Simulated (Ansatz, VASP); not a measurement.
# TePb in VASP and in Ansatz

```
CELL_PARAMETERS angstrom
0.00000 3.33753 3.33753
3.33753 0.00000 3.33753
3.33753 3.33753 0.00000
ATOMIC_POSITIONS crystal
Pb 0.50000 0.50000 0.50000
Te 0.00000 0.00000 0.00000
```

Alike in both runs: task single point; functional revPBE; k mesh 6 × 6 × 6; occupations gaussian, width 0.05 eV; no spin polarisation.

|  | VASP | Ansatz |
| --- | --- | --- |
| version | VASP 6.6.1 | Ansatz 0.2.0 |
| potentials or method | VASP PAW PBE potentials, release 64 (Pb_d, Te), cutoff 500 eV | scalar-relativistic, plane waves, PAW |
| valence electrons in the cell | 20 | 30 |

|  | VASP | Ansatz | Ansatz less VASP |
| --- | --- | --- | --- |
| gap on the k mesh at the Fermi level (eV) | 0.96 | 0.96 | -0.004 |
| least direct gap on the mesh (eV) | 0.96 | 0.96 | -0.004 |
| pressure (GPa) | -0.7 | -0.7 | +0.04 |

VASP's potentials were made for PBE, not for revPBE. The functional is the same, so the differences come from potentials, cutoffs and numerics. VASP's potentials hold 20 valence electrons a cell and Ansatz's 30, so a difference there can come from the potentials and not from the codes.

Neither program's run includes spin-orbit coupling.
